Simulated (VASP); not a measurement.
Here is a VASP 6.6.1 calculation.

The input INCAR:

```
SYSTEM = TePb
PREC     = Accurate       ! precision mode
ENCUT    = 520            ! plane-wave cutoff, eV
EDIFF    = 1E-7           ! SCF threshold, eV
ISMEAR   = 0              ! smearing method
SIGMA    = 0.01           ! smearing width, eV
LREAL    = .False.        ! projectors in reciprocal space
LASPH    = .True.         ! aspherical terms in the spheres
NELM     = 80             ! most SCF steps
ALGO     = Normal         ! electronic algorithm
ISIF     = 2              ! what is computed and relaxed
LWAVE    = .False.        ! write WAVECAR
LCHARG   = .True.         ! write CHGCAR
GGA      = PE             ! functional
LELF     = .True.         ! ELF
LVHAR    = .True.       
NBANDS   = 17             ! bands
```

The input KPOINTS:

```
Automatic mesh
0
Gamma
  6 6 6
  0 0 0
```

Contents of POSCAR:

```
TePb
1.0
    0.0000000000      3.2678368418      3.2678368418
    3.2678368418      0.0000000000      3.2678368418
    3.2678368418      3.2678368418      0.0000000000
Pb Te
1 1
Direct
    0.0000000000      0.0000000000      0.0000000000
    0.5000000000      0.5000000000      0.5000000000
```

Potentials or basis: VASP PAW PBE potentials, release 64 (Pb_d, Te).

Launch:

```console
$ cat potpaw_PBE.64/Pb_d/POTCAR potpaw_PBE.64/Te/POTCAR > POTCAR
$ mpirun -np 1 vasp_std > vasp.out
```

Question: What does it give for the pressure?

Answer: 0.6 GPa.

Question: What does it give for the band gap on the k mesh?

Answer: 0.80 eV, direct.

Caveat: spin-orbit coupling is left out, which moves the levels of the heavy elements. A k mesh can miss the band edges.
